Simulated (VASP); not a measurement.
# La (Fd-3m) in VASP: a series of runs, part 2 of 2

VASP 6.6.1. The steps go on from the part before.

## Step 4: Single point, PBE, collinear spin (40.21 Å³/atom)

This run uses another cell than the first one, of 40.21 Å³/atom.

File INCAR:

```
PREC = Accurate ; ENCUT = 520
EDIFF = 1E-6 ; ISMEAR = -1
SIGMA = 0.05 ; LREAL = F
LASPH = T ; NELM = 150
ALGO = Normal ; ISIF = 2
LWAVE = F ; LCHARG = F
ISPIN = 2 ; MAGMOM = 1 1
LORBIT = 11 ; LMAXMIX = 6
GGA = PE ; NBANDS = 22
```

File KPOINTS:

```
Automatic mesh
0
Gamma
  9 9 9
```

File POSCAR:

```
La
1.0
    0.0000000000      3.4260560854      3.4260560854
    3.4260560854      0.0000000000      3.4260560854
    3.4260560854      3.4260560854      0.0000000000
La
2
Direct
    0.1250000000      0.1250000000      0.1250000000
    0.8750000000      0.8750000000      0.8750000000
```

Potentials or basis: VASP PAW PBE potentials, release 64 (La).

Run with:

```bash
> cat potpaw_PBE.64/La/POTCAR > POTCAR
> mpirun -np 1 vasp_std > vasp.out
```

OUTCAR:

```text
PREC = Accurate
   ENCUT = 520
   EDIFF = 1E-6
   ISMEAR = -1
   LREAL = F
   LASPH = T
   NELM = 150
   ISIF = 2
   ISPIN = 2
   LORBIT = 11
   GGA = PE

 ion  position               nearest neighbor table
   1  0.125  0.125  0.125-   2 2.97   2 2.97   2 2.97   2 2.97
   2  0.875  0.875  0.875-   1 2.97   1 2.97   1 2.97   1 2.97

  LATTYP: Found a face centered cubic cell.
 ALAT       =     6.8521121708

  Lattice vectors:

 A1 = (   0.0000000000,   3.4260560854,   3.4260560854)
 A2 = (   3.4260560854,   0.0000000000,   3.4260560854)
 A3 = (   3.4260560854,   3.4260560854,   0.0000000000)

Analysis of symmetry for initial positions (statically):
=====================================================================
 Subroutine PRICEL returns:
 Original cell was already a primitive cell.

 Routine SETGRP: Setting up the symmetry group for a
 face centered cubic supercell.

 Subroutine GETGRP returns: Found 48 space group operations
 (whereof 12 operations were pure point group operations)
 out of a pool of 48 trial point group operations.

The static configuration has the point symmetry D_3d.
 The point group associated with its full space group is O_h .

Analysis of symmetry for dynamics (positions and initial velocities):
=====================================================================
 Subroutine PRICEL returns:
 Original cell was already a primitive cell.

 Routine SETGRP: Setting up the symmetry group for a
 face centered cubic supercell.

 Subroutine GETGRP returns: Found 48 space group operations
 (whereof 12 operations were pure point group operations)
 out of a pool of 48 trial point group operations.

The dynamic configuration has the point symmetry D_3d.
 The point group associated with its full space group is O_h .

Analysis of structural, dynamic, and magnetic symmetry:
=====================================================================
 Subroutine PRICEL returns:
 Original cell was already a primitive cell.

 Routine SETGRP: Setting up the symmetry group for a
 face centered cubic supercell.

 Subroutine GETGRP returns: Found 48 space group operations
 (whereof 12 operations were pure point group operations)
 out of a pool of 48 trial point group operations.

The overall configuration has the point symmetry D_3d.
 The point group associated with its full space group is O_h .

 Subroutine INISYM returns: Found 48 space group operations
 (whereof 12 operations are pure point group operations),
 and found     1 'primitive' translations

----------------------------------------------------------------------------------------

                                     Primitive cell

  volume of cell :      80.4291

  direct lattice vectors                    reciprocal lattice vectors
     0.000000000  3.426056085  3.426056085    -0.145940401  0.145940401  0.145940401
     3.426056085  0.000000000  3.426056085     0.145940401 -0.145940401  0.145940401
     3.426056085  3.426056085  0.000000000     0.145940401  0.145940401 -0.145940401

  length of vectors
     4.845174981  4.845174981  4.845174981     0.252776190  0.252776190  0.252776190

  position of ions in fractional coordinates (direct lattice)
     0.125000000  0.125000000  0.125000000
[... 72 lines left out ...]
   ISPIN  =      2    spin polarized calculation?
   LNONCOLLINEAR =      F non collinear calculations
   LSORBIT =      F    spin-orbit coupling
   LASPH  =      T    aspherical Exc in radial PAW
   ENCUT  =  520.0 eV  38.22 Ry    6.18 a.u.   9.01  9.01  9.01*2*pi/ulx,y,z
   NELM   =    150;   NELMIN=  2; NELMDL= -5     # of ELM steps
   EDIFF  = 0.1E-05   stopping-criterion for ELM
   LREAL  =      F    real-space projection
   EDIFFG = 0.1E-04   stopping-criterion for IOM
   NSW    =      0    number of steps for IOM
   IBRION =     -1    ionic relax: 0-MD 1-quasi-New 2-CG
   NFREE  =      0    steps in history (QN), initial steepest desc. (CG)
   ISIF   =      2    stress and relaxation
   ISYM   =      2    0-nonsym 1-usesym 2-fastsym
   POTIM  = 0.5000    time-step for ionic-motion
   TEBEG  =    0.0;   TEEND  =   0.0 temperature during run
   PSTRESS=    0.0 pullay stress
   NELECT =      22.0000    total number of electrons
   NUPDOWN=      -1.0000    fix difference up-down
   EMIN   =  10.00;   EMAX   =-10.00  energy-range for DOS
   EFERMI =   0.00;   METHOD = LEGACY
   ISMEAR =    -1;   SIGMA  =   0.05  broadening in eV -4-tet -1-fermi 0-gaus
   EFERMI_NEDOS =   21; number of points for ismear=-14 and -15
   IALGO  =     38    algorithm
   IMIX   =      4    mixing-type and parameters
     AMIX     =   0.40;   BMIX     =  1.00
     AMIX_MAG =   1.60;   BMIX_MAG =  1.00
  volume/ion in A,a.u.               =      40.21       271.38
  Fermi-wavevector in a.u.,A,eV,Ry     =   1.062701  2.008214 15.365526  1.129334
  Thomas-Fermi vector in A             =   2.198161
   LORBIT       =     11    0 simple, 1 ext, 2 COOP (PROOUT), +10 PAW based schemes
   GGA     = PE    functional components
   LHFCALC =     F    Hartree Fock is set to
   AEXX    =    0.0000 exact exchange contribution
   IVDW    =     0    specifies the selected vdW correction
   LEPSILON=     F    determine dielectric tensor
   LRPA    =     F    only Hartree local field effects (RPA)
 spin polarized calculation
  energy-cutoff  :      520.00
  volume of cell :       80.43
 maximum number of plane-waves:      2185
   NGX = 17   NGY = 17   NGZ = 17

 number of electron      22.0000000 magnetization       0.0009601

 number of electron      22.0000000 magnetization      -0.0005785

 Free energy of the ion-electron system (eV)
  ---------------------------------------------------
  ext. energy  EPLUGINS =         0.00000000
  ---------------------------------------------------
  free energy    TOTEN  =        -7.68759457 eV

  energy without entropy =       -7.66733067  energy(sigma->0) =       -7.67746262

 E-fermi :   6.7610     XC(G=0):  -8.9857

 val. band max:        6.7336807005   @ k =  -0.4444   0.4444   0.1111
 cond. band min:       6.8030658747   @ k =  -0.4444   0.1111   0.0000
 fundamental gap:      0.0693851743
 Fermi energy:         6.7610391887

 spin component 1

 k-point     1 :       0.0000    0.0000    0.0000
  band No.  band energies     occupation
      1     -26.7644      1.00000
      2     -25.4115      1.00000
      3     -10.9247      1.00000
      4     -10.9247      1.00000
      5     -10.9247      1.00000
      6      -9.0846      1.00000
[... 589 lines left out ...]
     21       8.8505      0.00000
     22       9.1016      0.00000

 [... further k-points ...]

 spin component 2

 k-point     1 :       0.0000    0.0000    0.0000
  band No.  band energies     occupation
      1     -26.7645      1.00000
      2     -25.4115      1.00000
      3     -10.9249      1.00000
      4     -10.9249      1.00000
      5     -10.9249      1.00000
      6      -9.0847      1.00000
[... 589 lines left out ...]
     21       8.8725      0.00000
     22       9.0910      0.00000

 [... further k-points ...]

------------------------ aborting loop because EDIFF is reached ----------------------------------------

  FORCE on cell =-STRESS in cart. coord.  units (eV):
  Direction    XX          YY          ZZ          XY          YZ          ZX
  --------------------------------------------------------------------------------------
  -------------------------------------------------------------------------------------
  Total       -1.3532399     -1.3532399     -1.3532399      0.0000000      0.0000000     -0.0000000
  in kB      -26.9570251    -26.9570251    -26.9570251      0.0000000      0.0000000     -0.0000000
  external PRESSURE =     -26.9570251 kB  Pullay stress =       0.0000000 kB

 VOLUME and BASIS-vectors are now :
 -----------------------------------------------------------------------------
  energy-cutoff  :      520.00
  volume of cell :       80.43
      direct lattice vectors                 reciprocal lattice vectors
     0.000000000  3.426056085  3.426056085    -0.145940401  0.145940401  0.145940401
     3.426056085  0.000000000  3.426056085     0.145940401 -0.145940401  0.145940401
     3.426056085  3.426056085  0.000000000     0.145940401  0.145940401 -0.145940401

 POSITION                                       TOTAL-FORCE (eV/Angst)
 -----------------------------------------------------------------------------------
      0.85651      0.85651      0.85651         0.000000     -0.000000     -0.000000
      5.99560      5.99560      5.99560        -0.000000      0.000000      0.000000
 -----------------------------------------------------------------------------------
    total drift:                               -0.000000      0.000000      0.000000

  FREE ENERGIE OF THE ION-ELECTRON SYSTEM (eV)
  ---------------------------------------------------
  free  energy   TOTEN  =        -7.6875945673 eV

  energy  without entropy=       -7.6673306673  energy(sigma->0) =       -7.67746262

 total charge

# of ion       s       p       d       f       tot
--------------------------------------------------
    1        1.982   5.519   1.241   0.196   8.938
    2        1.982   5.519   1.241   0.196   8.938
--------------------------------------------------
tot          3.965  11.038   2.483   0.392  17.877

 magnetization (x)

# of ion       s       p       d       f       tot
--------------------------------------------------
    1        0.000  -0.000  -0.000   0.000  -0.000
    2        0.000  -0.000  -0.000   0.000  -0.000
--------------------------------------------------
tot          0.000  -0.000  -0.000   0.000  -0.000
```

OSZICAR:

```text
N       E                     dE             d eps       ncg     rms          rms(c)
DAV:   1     0.265219293010E+03    0.26522E+03   -0.78746E+03  3112   0.137E+03
DAV:   2     0.285215278253E+02   -0.23670E+03   -0.22872E+03  4120   0.247E+02
DAV:   3    -0.494816996527E+01   -0.33470E+02   -0.32008E+02  4630   0.119E+02
DAV:   4    -0.769171617043E+01   -0.27435E+01   -0.26764E+01  6136   0.312E+01
DAV:   5    -0.788930895441E+01   -0.19759E+00   -0.19558E+00  5400   0.827E+00    0.636E+00
DAV:   6    -0.770751168327E+01    0.18180E+00   -0.13725E+00  6032   0.802E+00    0.376E+00
DAV:   7    -0.769155439307E+01    0.15957E-01   -0.30315E-01  5780   0.304E+00    0.177E+00
DAV:   8    -0.767184937449E+01    0.19705E-01   -0.62744E-02  6056   0.183E+00    0.848E-01
DAV:   9    -0.768740909376E+01   -0.15560E-01   -0.80851E-03  5688   0.737E-01    0.158E-01
DAV:  10    -0.768755917443E+01   -0.15008E-03   -0.85300E-04  5896   0.205E-01    0.777E-02
DAV:  11    -0.768759415873E+01   -0.34984E-04   -0.23194E-04  5744   0.120E-01    0.368E-02
DAV:  12    -0.768759080573E+01    0.33530E-05   -0.30481E-05  5656   0.489E-02    0.122E-02
DAV:  13    -0.768759435280E+01   -0.35471E-05   -0.78566E-06  4744   0.188E-02    0.507E-03
DAV:  14    -0.768759456725E+01   -0.21445E-06   -0.17747E-06  4296   0.158E-02
   1 F= -.76875946E+01 E0= -.76774626E+01  d E =-.202639E-01  mag=    -0.0005
```

stdout:

```text
POSCAR found type information on POSCAR La
 POSCAR found :  1 types and       2 ions
 scaLAPACK will be used
 LDA part: xc-table for (Slater+PW92), standard interpolation
 POSCAR, INCAR and KPOINTS ok, starting setup
 FFT: planning ... GRIDC
 FFT: planning ... GRID_SOFT
 FFT: planning ... GRID
 WAVECAR not read
 entering main loop
```

It took 2.1 min on 1 thread of Intel Xeon Platinum 8488C (Sapphire Rapids), shared host; peak memory 0.29 GiB.

What came out:

| Item | Value |
| --- | --- |
| Free energy | -7.6876 eV |
| Pressure | -2.7 GPa |
| Band gap on the k mesh | zero (filled and empty bands overlap) |
| Net moment | 0.00 μB per cell |
| Valence electrons inside the program's atomic spheres | La 8.94 |

Caveat: spin-orbit coupling is left out, which moves the levels of the heavy elements.

## Step 5: Overview

```tsv
cell	gap on the mesh (eV)	pressure (GPa)	moment (μB)
a = 4.722 Å, angles 60.0°, 2 atoms	none	-0.1	0.00
a = 4.785 Å, angles 60.0°, 2 atoms	none	-1.6	0.00
a = 4.845 Å, angles 60.0°, 2 atoms	none	-2.7	0.00
```

Alike in all rows: task single point; level PBE; potentials or basis VASP PAW PBE potentials, release 64 (La); spin collinear; k mesh 9 × 9 × 9; cutoff (eV) 520; smearing fermi-dirac 0.05 eV.

Caveats: spin-orbit coupling is left out, which moves the levels of the heavy elements.

Absolute energies hang on the potentials; compare differences alone.

The gap in the log of VASP goes by the Fermi energy; the results here count the filled bands.